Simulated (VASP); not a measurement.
Runs of VASP 6.6.1 on Bi. The structure is that of space group R-3m (No. 166), or close to it. The cells are those of the table. 

```tsv
cell	further INCAR settings	gap on the mesh (eV)	pressure (GPa)	largest force (eV/Å)
a = 4.678 Å, angles 59.0°, 2 atoms	ALGO = Fast; EDIFF = 1e-06; NBANDS = 22	none	1.5	0.25
a = 4.612 Å, angles 60.9°, 2 atoms	ALGO = Fast; EDIFF = 1e-07; NBANDS = 22	none	1.3	0.28
a = 4.921 Å, angles 53.2°, 2 atoms	ALGO = Fast; EDIFF = 1e-06; NBANDS = 22	none	2.2	0.05
a = 5.103 Å, angles 49.6°, 2 atoms	ALGO = Fast; EDIFF = 1e-07; NBANDS = 22	none	2.2	0.05
a = 4.502 Å, angles 64.4°, 2 atoms	ALGO = Fast; EDIFF = 1e-07; NBANDS = 22	none	0.8	0.31
a = 4.833 Å, angles 55.1°, 2 atoms	ALGO = Fast; EDIFF = 1e-06; NBANDS = 22	none	(a)	0.12
```

Alike in all rows: task single point; level PBE; potentials or basis VASP PAW PBE potentials, release 64 (Bi_d); no spin polarisation; k mesh 12 × 12 × 12; cutoff (eV) 520; smearing gaussian 0.15 eV.

Question: Fill in the values left out.

Answer: (a) 2.0.

Caveats: spin-orbit coupling is left out, which moves the levels of the heavy elements.

A k mesh can miss the band edges, and the runs leave out spin-orbit coupling on Bi.

A gap of «none» marks levels without a gap at the run's occupations.
